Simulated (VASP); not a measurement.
# Ta: single point with PBE

Crystal: Ta.

```
Ta
1.0
    -1.66072    1.66072    1.66072
     1.66072   -1.66072    1.66072
     1.66072    1.66072   -1.66072
Ta
1
Direct
  0.00000 0.00000 0.00000
```

```
Program                : VASP 6.6.1
Task                   : single point
Functional             : PBE
Potentials or basis    : VASP PAW PBE potentials, release 64 (Ta_pv)
Cutoff                 : 520 eV
k mesh                 : 8 × 8 × 8
Occupations            : fermi-dirac, width 0.1 eV
Spin                   : no spin polarisation
Dipole correction      : no
Further INCAR settings : ALGO = Normal; EDIFF = 1e-06; NBANDS = 12
```

```json
{
 "Pressure": "-1.7 GPa"
}
```

Levels at points of the mesh, in eV from the Fermi level:
```csv
k point,band 2,band 3,band 4,band 5,band 6,band 7,band 8,band 9
"(0.00, 0.00, 0.00)",-33.15,-33.15,-7.89,0.71,0.71,0.71,3.92,3.92
"(0.50, 0.00, 0.00)",-33.51,-33.16,-4.34,-1.52,1.47,3.79,4.80,7.61
"(0.50, 0.50, 0.50)",-33.93,-33.93,-3.74,-3.74,6.67,6.67,6.67,8.46
```

Wall time 16 s on 1 thread of AMD EPYC 7R13, on a shared host, peak memory 0.11 GiB.

Caveat: spin-orbit coupling is left out, which moves the levels of the heavy elements.
